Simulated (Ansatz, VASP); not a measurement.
## MnHg: VASP beside Ansatz

Contents of INCAR:

```
ALGO = Normal ; EDIFF = 1E-7
ENCUT = 520 ; GGA = PS
ISIF = 2 ; ISMEAR = 0
ISPIN = 2 ; LASPH = True
LCHARG = True ; LELF = True
LMAXMIX = 4 ; LORBIT = 11
LREAL = False ; LVHAR = True
LWAVE = False ; MAGMOM = 4 0
NBANDS = 24 ; NELM = 150
PREC = Accurate ; SIGMA = 0.1
```

File KPOINTS:

```
k-points
0
Gamma
  12 12 12
```

POSCAR

```
MnHg
1.0
    3.0773733967      0.0000000000      0.0000000000
    0.0000000000      3.0773733967      0.0000000000
    0.0000000000      0.0000000000      3.0773733967
Mn Hg
1 1
Direct
    0.5000000000      0.5000000000      0.5000000000
    0.0000000000      0.0000000000      0.0000000000
```

Input for Ansatz:

```yaml
crystal:
  lattice:
    - [3.0773733967, 0.0, 0.0]
    - [0.0, 3.0773733967, 0.0]
    - [0.0, 0.0, 3.0773733967]
  atoms:
    - { symbol: Mn, position: [0.5, 0.5, 0.5], spin: 4.0 }
    - { symbol: Hg, position: [0.0, 0.0, 0.0] }
basis:
  ecutwfc: 420
kpoints:
  mp_grid: { grid: [12, 12, 12] }
hamiltonian:
  xc: pbesol
scf:
  occupations: { method: gaussian, width: 0.1 }
  lower_state_search: "off"
output:
  forces: true
  stress: true
  eigenvalues: true
  populations: true
magnetization:
  spin_polarized: true
```

Alike in both runs: task single point; functional PBEsol; k mesh 12 × 12 × 12; occupations gaussian, width 0.1 eV; collinear spin.

```csv
,VASP,Ansatz
version,VASP 6.6.1,Ansatz 0.2.0
potentials or method,"VASP PAW PBE potentials, release 64 (Mn_pv, Hg), cutoff 520 eV","scalar-relativistic, plane waves, PAW"
valence electrons in the cell,25,35
```

VASP gave:

- gap on the k mesh at the Fermi level (eV): none
- pressure (GPa): 22.3
- net moment per atom (μB): 1.60
- size of the moment on the site where the two differ most (μB): 0.05

Problem. Estimate Ansatz's values.

Solution. gap on the k mesh at the Fermi level (eV): none; pressure (GPa): 20.7; net moment per atom (μB): 1.60; size of the moment on the site where the two differ most (μB): 0.00.

VASP's potentials were made for PBE, not for PBEsol. Site moments also hang on the region over which each program counts them. A gap of «none» marks a metal or a gap that the smearing closes. The functional is the same, so the differences come from potentials, cutoffs and numerics. VASP's potentials hold 25 valence electrons a cell and Ansatz's 35, so a difference there can come from the potentials and not from the codes.

Neither program's run includes spin-orbit coupling.
